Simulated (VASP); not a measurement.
# MoS2 (P6_3/mmc) in VASP: further runs

Runs on MoS2. Level: PBE+D3(BJ). Tasks: single point, relaxation of cell and atoms.

Program: VASP 6.6.1. These are calculated values, not measurements. Logs are shortened: lines on timing, memory, paths and dates and some standing lists are left out, and cuts for length are marked.

**1. The cell of the first run**

Symmetry: P6_3/mmc, No. 194, hexagonal system. The conventional cell has a = 3.192 Å, b = 3.192 Å, c = 13.378 Å, α = 90.00°, β = 90.00°, γ = 120.00°. Mo (site symmetry -6m2) has 6 S at 2.42 Å and 6 Mo at 3.19 Å within 3.2 Å. S (site symmetry 3m) has 3 Mo at 2.42 Å and 7 S at 3.13 to 3.19 Å within 3.2 Å.

**2. Single point, PBE+D3(BJ)**

Contents of INCAR:

```
  PREC = Accurate
  ENCUT = 520
  EDIFF = 1E-6
  ISMEAR = 0
  SIGMA = 0.1
  LREAL = False
  LASPH = True
  NELM = 80
  ALGO = Normal
  ISIF = 2
  LWAVE = False
  LCHARG = False
  GGA = PE
  IVDW = 12
  NBANDS = 35
```

Contents of KPOINTS:

```
regular mesh
0
Gamma
  6 6 2
```

Contents of POSCAR:

```
MoS2
1.0
    3.1922379100      0.0000000000      0.0000000000
   -1.5961189600      2.7645591300      0.0000000000
    0.0000000000      0.0000000000     13.3782940000
Mo S
2 4
Direct
    0.6666666700      0.3333333300      0.2500000000
    0.3333333300      0.6666666700      0.7500000000
    0.6666666700      0.3333333300      0.6330820000
    0.3333333300      0.6666666700      0.3669180000
    0.6666666700      0.3333333300      0.8669180000
    0.3333333300      0.6666666700      0.1330820000
```

Potentials or basis: VASP PAW PBE potentials, release 64 (Mo_sv, S).

Command:

```sh
> cat potpaw_PBE.64/Mo_sv/POTCAR potpaw_PBE.64/S/POTCAR > POTCAR
> mpirun -np 1 vasp_std > vasp.out
```

OUTCAR:

```text
PREC = Accurate
   ENCUT = 520
   EDIFF = 1E-6
   ISMEAR = 0
   LREAL = False
   LASPH = True
   NELM = 80
   ISIF = 2
   GGA = PE
   IVDW = 12
 IVDW          = 12

 ion  position               nearest neighbor table
   1  0.667  0.333  0.250-   4 2.42   6 2.42   4 2.42   6 2.42   4 2.42   6 2.42
   2  0.333  0.667  0.750-   3 2.42   5 2.42   3 2.42   5 2.42   3 2.42   5 2.42
   3  0.667  0.333  0.633-   2 2.42   2 2.42   2 2.42
   4  0.333  0.667  0.367-   1 2.42   1 2.42   1 2.42
   5  0.667  0.333  0.867-   2 2.42   2 2.42   2 2.42
   6  0.333  0.667  0.133-   1 2.42   1 2.42   1 2.42

  LATTYP: Found a hexagonal cell.
 ALAT       =     3.1922379100
 C/A-ratio  =     4.1908825022

  Lattice vectors:

 A1 = (   3.1922379100,   0.0000000000,   0.0000000000)
 A2 = (  -1.5961189600,   2.7645591300,   0.0000000000)
 A3 = (   0.0000000000,   0.0000000000,  13.3782940000)

Analysis of symmetry for initial positions (statically):
=====================================================================
 Subroutine PRICEL returns:
 Original cell was already a primitive cell.

 Routine SETGRP: Setting up the symmetry group for a
 hexagonal supercell.

 Subroutine GETGRP returns: Found 24 space group operations
 (whereof 12 operations were pure point group operations)
 out of a pool of 24 trial point group operations.

The static configuration has the point symmetry D_3d.
 The point group associated with its full space group is D_6h.

Analysis of symmetry for dynamics (positions and initial velocities):
=====================================================================
 Subroutine PRICEL returns:
 Original cell was already a primitive cell.

 Routine SETGRP: Setting up the symmetry group for a
 hexagonal supercell.

 Subroutine GETGRP returns: Found 24 space group operations
 (whereof 12 operations were pure point group operations)
 out of a pool of 24 trial point group operations.

The dynamic configuration has the point symmetry D_3d.
 The point group associated with its full space group is D_6h.

 Subroutine INISYM returns: Found 24 space group operations
 (whereof 12 operations are pure point group operations),
 and found     1 'primitive' translations

----------------------------------------------------------------------------------------

                                     Primitive cell

  volume of cell :     118.0652

  direct lattice vectors                    reciprocal lattice vectors
     3.192237910  0.000000000  0.000000000     0.313259860  0.180860665  0.000000000
    -1.596118960  2.764559130  0.000000000     0.000000000  0.361721328  0.000000000
     0.000000000  0.000000000 13.378294000     0.000000000  0.000000000  0.074747946

  length of vectors
     3.192237910  3.192237917 13.378294000     0.361721329  0.361721328  0.074747946

  position of ions in fractional coordinates (direct lattice)
     0.666666670  0.333333330  0.250000000
     0.333333330  0.666666670  0.750000000
     0.666666670  0.333333330  0.633082000
     0.333333330  0.666666670  0.366918000
     0.666666670  0.333333330  0.866918000
     0.333333330  0.666666670  0.133082000

  ion indices of the primitive-cell ions
   primitive index   ion index
                 1           1
                 2           2
                 3           3
                 4           4
                 5           5
                 6           6

----------------------------------------------------------------------------------------

 KPOINTS: regular mesh

Automatic generation of k-mesh.
 Grid dimensions read from file:
 generate k-points for:    6    6    2

 Generating k-lattice:

  Cartesian coordinates                     Fractional coordinates (reciprocal lattice)
     0.052209977  0.030143444  0.000000000     0.166666667  0.000000000  0.000000000
     0.000000000  0.060286888  0.000000000     0.000000000  0.166666667  0.000000000
     0.000000000  0.000000000  0.037373973     0.000000000  0.000000000  0.500000000

  Length of vectors
     0.060286888  0.060286888  0.037373973

  Shift w.r.t. Gamma in fractional coordinates (k-lattice)
     0.000000000  0.000000000  0.000000000

 Subroutine IBZKPT returns following result:
 ===========================================

 Found     14 irreducible k-points:

 Following reciprocal coordinates:
            Coordinates               Weight
  0.000000  0.000000  0.000000      1.000000
  0.166667  0.000000  0.000000      6.000000
  0.333333  0.000000  0.000000      6.000000
  0.500000  0.000000  0.000000      3.000000
  0.166667  0.166667  0.000000      6.000000
  0.333333  0.166667  0.000000     12.000000
  0.333333  0.333333  0.000000      2.000000
  0.000000  0.000000  0.500000      1.000000
  0.166667  0.000000  0.500000      6.000000
  0.333333  0.000000  0.500000      6.000000
  0.500000  0.000000  0.500000      3.000000
  0.166667  0.166667  0.500000      6.000000
  0.333333  0.166667  0.500000     12.000000
  0.333333  0.333333  0.500000      2.000000
   k-points           NKPTS =     14   k-points in BZ     NKDIM =     14   number of bands    NBANDS=     35
   number of dos      NEDOS =    301   number of ions     NIONS =      6
   total plane-waves  NPLWV =  57600
   dimension x,y,z NGX =    24 NGY =   24 NGZ =  100
   dimension x,y,z NGXF=    48 NGYF=   48 NGZF=  200
   ions per type =               2   4
   NGX,Y,Z   is equivalent  to a cutoff of  12.50, 12.50, 12.43 a.u.
   NGXF,Y,Z  is equivalent  to a cutoff of  25.00, 25.00, 24.85 a.u.
 SYSTEM =  unknown system
   PREC   = accura    normal or accurate (medium, high low for compatibility)
   ISTART =      0    job   : 0-new  1-cont  2-samecut
   ICHARG =      2    charge: 1-file 2-atom 10-const
   ISPIN  =      1    spin polarized calculation?
   LNONCOLLINEAR =      F non collinear calculations
   LSORBIT =      F    spin-orbit coupling
   LASPH  =      T    aspherical Exc in radial PAW
   ENCUT  =  520.0 eV  38.22 Ry    6.18 a.u.   5.94  5.94 24.87*2*pi/ulx,y,z
   NELM   =     80;   NELMIN=  2; NELMDL= -5     # of ELM steps
   EDIFF  = 0.1E-05   stopping-criterion for ELM
   LREAL  =      F    real-space projection
   EDIFFG = 0.1E-04   stopping-criterion for IOM
   NSW    =      0    number of steps for IOM
   IBRION =     -1    ionic relax: 0-MD 1-quasi-New 2-CG
   NFREE  =      0    steps in history (QN), initial steepest desc. (CG)
   ISIF   =      2    stress and relaxation
   ISYM   =      2    0-nonsym 1-usesym 2-fastsym
   POTIM  = 0.5000    time-step for ionic-motion
   TEBEG  =    0.0;   TEEND  =   0.0 temperature during run
   PSTRESS=    0.0 pullay stress
   NELECT =      52.0000    total number of electrons
   NUPDOWN=      -1.0000    fix difference up-down
   EMIN   =  10.00;   EMAX   =-10.00  energy-range for DOS
   EFERMI =   0.00;   METHOD = LEGACY
   ISMEAR =     0;   SIGMA  =   0.10  broadening in eV -4-tet -1-fermi 0-gaus
   EFERMI_NEDOS =   21; number of points for ismear=-14 and -15
   IALGO  =     38    algorithm
   IMIX   =      4    mixing-type and parameters
     AMIX     =   0.40;   BMIX     =  1.00
     AMIX_MAG =   1.60;   BMIX_MAG =  1.00
  volume/ion in A,a.u.               =      19.68       132.79
  Fermi-wavevector in a.u.,A,eV,Ry     =   1.245571  2.353789 21.108736  1.551448
  Thomas-Fermi vector in A             =   2.379788
   LORBIT       =      0    0 simple, 1 ext, 2 COOP (PROOUT), +10 PAW based schemes
   GGA     = PE    functional components
   LHFCALC =     F    Hartree Fock is set to
   AEXX    =    0.0000 exact exchange contribution
   IVDW    =    12    specifies the selected vdW correction
   LEPSILON=     F    determine dielectric tensor
   LRPA    =     F    only Hartree local field effects (RPA)
 non-spin polarized calculation
 Gauss-broadening in eV      SIGMA  =   0.10
  energy-cutoff  :      520.00
  volume of cell :      118.07
 maximum number of plane-waves:      3204
 NGX is ok and might be reduce to    24
   NGX = 11   NGY = 11   NGZ = 49

 number of electron      52.0000003 magnetization

 Free energy of the ion-electron system (eV)
  ---------------------------------------------------
  ext. energy  EPLUGINS =         0.00000000
  ---------------------------------------------------
  free energy    TOTEN  =       -43.69823374 eV

  energy without entropy =      -43.69823374  energy(sigma->0) =      -43.69823374

 E-fermi :   6.6451     XC(G=0): -10.1548

 val. band max:        6.0762488666   @ k =   0.0000   0.0000   0.0000
 cond. band min:       7.2988183080   @ k =   0.3333   0.3333   0.0000
 fundamental gap:      1.2225694414
 Fermi energy:         6.6450918374

 k-point     1 :       0.0000    0.0000    0.0000
  band No.  band energies     occupation
      1     -55.2220      2.00000
      2     -55.2220      2.00000
      3     -29.3563      2.00000
      4     -29.3563      2.00000
      5     -29.1586      2.00000
      6     -29.1586      2.00000
[... 27 lines left out ...]
     34       8.6578      0.00000
     35      11.6712      0.00000

 k-point     2 :       0.1667    0.0000    0.0000
  band No.  band energies     occupation
      1     -55.2131      2.00000
      2     -55.2131      2.00000
      3     -29.3385      2.00000
      4     -29.3385      2.00000
      5     -29.2501      2.00000
      6     -29.2501      2.00000
[... 27 lines left out ...]
     34       8.9967      0.00000
     35      13.0021      0.00000

 k-point     3 :       0.3333    0.0000    0.0000
  band No.  band energies     occupation
      1     -55.1952      2.00000
      2     -55.1952      2.00000
      3     -29.4290      2.00000
      4     -29.4290      2.00000
      5     -29.3026      2.00000
      6     -29.3026      2.00000
[... 27 lines left out ...]
     34       9.7636      0.00000
     35      13.0658      0.00000

 k-point     4 :       0.5000    0.0000    0.0000
  band No.  band energies     occupation
      1     -55.1862      2.00000
      2     -55.1862      2.00000
      3     -29.5166      2.00000
      4     -29.5166      2.00000
      5     -29.2846      2.00000
      6     -29.2846      2.00000
[... 27 lines left out ...]
     34      10.0043      0.00000
     35      11.6579      0.00000

 k-point     5 :       0.1667    0.1667    0.0000
  band No.  band energies     occupation
      1     -55.1997      2.00000
      2     -55.1996      2.00000
      3     -29.3679      2.00000
      4     -29.3679      2.00000
      5     -29.3116      2.00000
      6     -29.3116      2.00000
[... 258 lines left out ...]
 k-point    12 :       0.1667    0.1667    0.5000
  band No.  band energies     occupation
      1     -55.1997      2.00000
      2     -55.1997      2.00000
      3     -29.3679      2.00000
      4     -29.3679      2.00000
      5     -29.3116      2.00000
      6     -29.3116      2.00000
[... 27 lines left out ...]
     34       9.8090      0.00000
     35      14.0920      0.00000

 k-point    13 :       0.3333    0.1667    0.5000
  band No.  band energies     occupation
      1     -55.1862      2.00000
      2     -55.1862      2.00000
      3     -29.4719      2.00000
      4     -29.4719      2.00000
      5     -29.2882      2.00000
      6     -29.2882      2.00000
[... 27 lines left out ...]
     34      10.0486      0.00000
     35      12.7388      0.00000

 k-point    14 :       0.3333    0.3333    0.5000
  band No.  band energies     occupation
      1     -55.1817      2.00000
      2     -55.1817      2.00000
      3     -29.4284      2.00000
      4     -29.4284      2.00000
      5     -29.3875      2.00000
      6     -29.3875      2.00000
[... 27 lines left out ...]
     34      10.4347      0.00000
     35      12.8764      0.00000

------------------------ aborting loop because EDIFF is reached ----------------------------------------

 Edisp (eV)   -2.30990

 E8    (eV) :    -0.9342

  FORCE on cell =-STRESS in cart. coord.  units (eV):
  Direction    XX          YY          ZZ          XY          YZ          ZX
  --------------------------------------------------------------------------------------
  -------------------------------------------------------------------------------------
  Total      -2.95047    -2.95047    -2.47842     0.00000     0.00000    -0.00000
  in kB     -40.03869   -40.03869   -33.63278     0.00000     0.00000    -0.00000
  external pressure =      -37.90 kB  Pullay stress =        0.00 kB

 VOLUME and BASIS-vectors are now :
 -----------------------------------------------------------------------------
  energy-cutoff  :      520.00
  volume of cell :      118.07
      direct lattice vectors                 reciprocal lattice vectors
     3.192237910  0.000000000  0.000000000     0.313259860  0.180860665  0.000000000
    -1.596118960  2.764559130  0.000000000     0.000000000  0.361721328  0.000000000
     0.000000000  0.000000000 13.378294000     0.000000000  0.000000000  0.074747946

 POSITION                                       TOTAL-FORCE (eV/Angst)
 -----------------------------------------------------------------------------------
      1.59612      0.92152      3.34457         0.000000      0.000000     -0.000000
     -0.00000      1.84304     10.03372         0.000000     -0.000000     -0.000000
      1.59612      0.92152      8.46956        -0.000000      0.000000      0.114842
     -0.00000      1.84304      4.90874         0.000000      0.000000     -0.114842
      1.59612      0.92152     11.59788        -0.000000      0.000000     -0.114842
     -0.00000      1.84304      1.78041         0.000000     -0.000000      0.114842
 -----------------------------------------------------------------------------------
    total drift:                               -0.000014      0.000008     -0.000000

  FREE ENERGIE OF THE ION-ELECTRON SYSTEM (eV)
  ---------------------------------------------------
  free  energy   TOTEN  =       -46.0081383960 eV

  energy  without entropy=      -46.0081383960  energy(sigma->0) =      -46.00813840
```

It took 51 s on 1 thread of Intel Xeon Platinum 8488C (Sapphire Rapids), shared host; peak memory 0.24 GiB.

What came out:

```
Free energy                : -46.0081 eV
Pressure                   : -3.8 GPa
Largest force              : 0.115 eV/Å
Band gap on the k mesh     : 1.22 eV (least direct gap 1.63 eV)
Dispersion energy per atom : -0.385 eV
```

Forces in eV/Å, atoms in the order of the input:
```
Mo   0.000  0.000  0.000
Mo   0.000  0.000  0.000
S    0.000  0.000  0.115
S    0.000  0.000 -0.115
S    0.000  0.000 -0.115
S    0.000  0.000  0.115
```

Caveat: the cell stands under tension. A k mesh can miss the band edges.

**3. Single point, PBE+D3(BJ)**

This run uses another cell than the first one, of 17.31 Å³/atom.

Contents of INCAR:

```
SYSTEM = MoS2
PREC = Accurate
ENCUT = 520
EDIFF = 1E-6
ISMEAR = 0
SIGMA = 0.02
LREAL = .False.
LASPH = .True.
NELM = 80
ALGO = Normal
ISIF = 2
LWAVE = .False.
LCHARG = .True.
GGA = PE
IVDW = 12
LELF = .True.
LVHAR = .True.
NBANDS = 35
```

Contents of KPOINTS:

```
regular mesh
0
Gamma
  12 12 2
  0 0 0
```

Contents of POSCAR:

```
MoS2
1.0
    3.1493570608      0.0000000028      0.0000000000
   -1.5746785328      2.7274232188      0.0000000000
    0.0000000000      0.0000000000     12.0931593859
Mo S
2 4
Direct
    0.6666666667      0.3333333333      0.2500000000
    0.3333333333      0.6666666667      0.7500000000
    0.6666666667      0.3333333333      0.6205173475
    0.3333333333      0.6666666667      0.3794826525
    0.6666666667      0.3333333333      0.8794826525
    0.3333333333      0.6666666667      0.1205173475
```

Potentials or basis: VASP PAW PBE potentials, release 64 (Mo_sv, S).

Command:

```sh
> cat potpaw_PBE.64/Mo_sv/POTCAR potpaw_PBE.64/S/POTCAR > POTCAR
> mpirun -np 1 vasp_std > vasp.out
```

It took 1.8 min on 1 thread of Intel Xeon Platinum 8488C (Sapphire Rapids), shared host; peak memory 0.27 GiB.

The run converged. Its results:

```
Free energy                : -46.1702 eV
Pressure                   : -0.2 GPa
Largest force              : 0.013 eV/Å
Band gap on the k mesh     : 0.80 eV (least direct gap 1.70 eV)
Dispersion energy per atom : -0.437 eV
```

Forces on the atoms (eV/Å):
```
Mo   0.000  0.000  0.000
Mo   0.000  0.000  0.000
S    0.000  0.000  0.013
S    0.000  0.000 -0.013
S    0.000  0.000 -0.013
S    0.000  0.000  0.013
```

Levels at points of the mesh, in eV from the valence-band top:
| k point | band 24 | band 25 | band 26 | band 27 | band 28 | band 29 |
| --- | --- | --- | --- | --- | --- | --- |
| (0.00, 0.00, 0.00) | -1.27 | -1.11 | 0.00 | 2.09 | 2.09 | 2.13 |
| (0.50, 0.00, 0.00) | -1.52 | -1.48 | -1.33 | 1.62 | 1.68 | 2.00 |
| (0.00, 0.00, 0.50) | -2.18 | -0.27 | -0.27 | 2.10 | 2.10 | 2.10 |
| (0.50, 0.00, 0.50) | -1.65 | -1.40 | -1.40 | 1.65 | 1.65 | 2.17 |

(Continued in part 2 of 3.)
